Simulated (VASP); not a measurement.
# K2S: single point with r2SCAN0

K2S:

```xyz
3
Lattice="0.0000 3.7027 3.7027 3.7027 0.0000 3.7027 3.7027 3.7027 0.0000" Properties=species:S:1:pos:R:3 pbc="T T T"
K     5.5541    5.5541    5.5541
K     1.8514    1.8514    1.8514
S     0.0000    0.0000    0.0000
```

```json
{
 "Program": "VASP 6.6.1",
 "Task": "single point",
 "Functional": "r2SCAN0",
 "Potentials or basis": "VASP PAW PBE potentials, release 64 (K_sv, S)",
 "Cutoff": "440 eV",
 "k mesh": "4 × 4 × 4",
 "Occupations": "gaussian, width 0.01 eV",
 "Spin": "no spin polarisation"
}
```

```
Pressure               : -0.1 GPa
Band gap on the k mesh : 4.19 eV (least direct gap 4.37 eV)
```

Levels at points of the mesh, in eV from the valence-band top:
| k point | band 10 | band 11 | band 12 | band 13 | band 14 | band 15 |
| --- | --- | --- | --- | --- | --- | --- |
| (0.00, 0.00, 0.00) | -0.18 | -0.18 | -0.18 | 4.19 | 7.74 | 7.74 |
| (0.50, 0.00, 0.00) | -0.65 | -0.06 | -0.06 | 6.53 | 7.15 | 7.95 |
| (0.50, 0.50, 0.00) | -0.76 | 0.00 | 0.00 | 5.22 | 7.57 | 8.91 |

Wall time 30 min on 1 thread of Intel(R) Xeon(R) Platinum 8375C CPU @ 2.90GHz (Ice Lake), on a shared host, peak memory 0.24 GiB.

Caveat: the PAW data sets were made with another functional, which shifts forces and pressure a little. A k mesh can miss the band edges.
